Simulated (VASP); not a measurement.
Write the native input for VASP 6.6.1 that does the following.

```yaml
Task: single point
Functional: r2SCAN
Potentials_or_basis: VASP PAW PBE potentials, release 64 (Zn)
Cutoff: 550 eV
k_mesh: 12 × 12 × 12
Occupations: fermi-dirac, width 0.1 eV
Spin: non-collinear spin, zero start, spin-orbit coupling
Starting_moments: "[[0.0, 0.0, 0.0]] μB"
Dipole_correction: no
Further_INCAR_settings: ALGO = Normal; EDIFF = 1e-06; NBANDS = 23
```

Zn:

```
Zn
1.0
     2.58116    0.00000    0.00000
     0.00000    2.58116    0.00000
     0.00000    0.00000    2.58116
Zn
1
Direct
  0.00000 0.00000 0.00000
```

This isn't the form of Zn at room conditions, which is hcp.

One way to write it, as run:

POSCAR

```
Zn
1.0
    2.5811580167      0.0000000000      0.0000000000
    0.0000000000      2.5811580167      0.0000000000
    0.0000000000      0.0000000000      2.5811580167
Zn
1
Direct
    0.0000000000      0.0000000000      0.0000000000
```

INCAR.step1

```
SYSTEM = Zn
PREC = Accurate ; ENCUT = 550
ISMEAR = -1 ; SIGMA = 0.1
LREAL = .FALSE. ; LASPH = .TRUE.
NELM = 200 ; MAGMOM = 0 0 0
LSORBIT = .TRUE. ; GGA_COMPAT = .FALSE.
NBANDS = 23 ; GGA = PE
ALGO = Normal ; EDIFF = 1E-5
LWAVE = .TRUE. ; LCHARG = .FALSE.
```

INCAR.step2

```
SYSTEM = Zn
PREC = Accurate ; ENCUT = 550
EDIFF = 1E-6 ; ISMEAR = -1
SIGMA = 0.1 ; LREAL = .FALSE.
LASPH = .TRUE. ; NELM = 200
ALGO = Normal ; ISIF = 2
LWAVE = .FALSE. ; LCHARG = .FALSE.
MAGMOM = 0 0 0 ; LORBIT = 11
LSORBIT = .TRUE. ; GGA_COMPAT = .FALSE.
LORBMOM = .TRUE. ; METAGGA = R2SCAN
LMIXTAU = .TRUE. ; NBANDS = 23
ISTART = 1
```

KPOINTS

```
regular mesh
0
G
  12 12 12
  0 0 0
```

Potentials or basis: VASP PAW PBE potentials, release 64 (Zn).

Run with:

```sh
$ cat potpaw_PBE.64/Zn/POTCAR > POTCAR
$ cp INCAR.step1 INCAR
$ mpirun -np 1 vasp_ncl > vasp.out
$ cp INCAR.step2 INCAR
$ mpirun -np 1 vasp_ncl > vasp.out
```

It gave:

| Quantity | Value |
| --- | --- |
| Pressure | 0.2 GPa |
| Net moment | 0.00 μB per cell |
| Valence electrons inside the program's atomic spheres | Zn 10.78 |

Caveat: the PAW data sets were made with another functional, which shifts forces and pressure a little.

Wall time 2.2 min on 1 thread of Intel(R) Xeon(R) 6975P-C (Granite Rapids), with other jobs on the host, peak memory 0.2 GiB.
